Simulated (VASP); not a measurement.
## Bi2Te3: electric field gradients with PBE

The system is Bi2Te3.

```
Bi Te
1.0
     2.19300    1.26613   10.26733
    -2.19300    1.26613   10.26733
     0.00000   -2.53226   10.26733
Bi Te
2 3
Cartesian
  0.0000 0.0000 12.3208
  0.0000 0.0000 18.4812
  0.0000 0.0000 0.0000
  0.0000 0.0000 6.4530
  0.0000 0.0000 24.3490
```

This cell differs from its parent crystal: zz strain of +1 %.

- Program: VASP 6.6.1
- Task: electric field gradients
- Functional: PBE
- Potentials or basis: VASP PAW PBE potentials, release 64 (Bi_d, Te)
- Cutoff: 520 eV
- k mesh: 7 × 7 × 7
- Occupations: fermi-dirac, width 0.08 eV
- Spin: no spin polarisation
- Dipole correction: no
- Further INCAR settings: ALGO = Normal; EDIFF = 1e-08; NBANDS = 32

* Pressure: 1.3 GPa
* Largest force: 0.115 eV/Å
* Band gap on the k mesh: 0.32 eV
* Largest electric field gradient by atom: Bi +31.7; Te +103.0, +16.1 (each value once) V/Å²

Forces on the atoms (eV/Å):
```
Bi   0.000  0.000  0.053
Bi   0.000  0.000 -0.053
Te   0.000  0.000  0.000
Te   0.000  0.000  0.115
Te   0.000  0.000 -0.115
```

Stress tensor (GPa, compression positive):
```
1.51 0.00 0.00
0.00 1.51 0.00
0.00 0.00 0.95
```

Levels at points of the mesh, in eV from the valence-band top:
| k point | band 21 | band 22 | band 23 | band 24 | band 25 | band 26 | band 27 | band 28 |
| --- | --- | --- | --- | --- | --- | --- | --- | --- |
| (0.00, 0.00, 0.00) | -1.66 | -0.84 | -0.84 | 0.00 | 0.32 | 0.68 | 0.68 | 1.98 |

Electric field gradients, principal values (V/Å²):
| atom | least | middle | greatest (by size) |
| --- | --- | --- | --- |
| 1 Bi | -15.869 | -15.869 | 31.737 |
| 2 Bi | -15.869 | -15.869 | 31.737 |
| 3 Te | -51.490 | -51.490 | 102.980 |
| 4 Te | -8.063 | -8.063 | 16.126 |
| 5 Te | -8.063 | -8.063 | 16.126 |

Wall time 22 min on 1 thread of Intel(R) Xeon(R) Platinum 8259CL CPU @ 2.50GHz (Skylake/Cascade Lake), with other jobs on the host, peak memory 1 GiB.

Caveat: the cell differs from its parent crystal (zz strain of +1 %); without QUAD_EFG the Cq values of the log hold for a quadrupole moment of 1 mb, not for the nuclei; spin-orbit coupling is left out, which moves the levels of the heavy elements. A k mesh can miss the band edges.
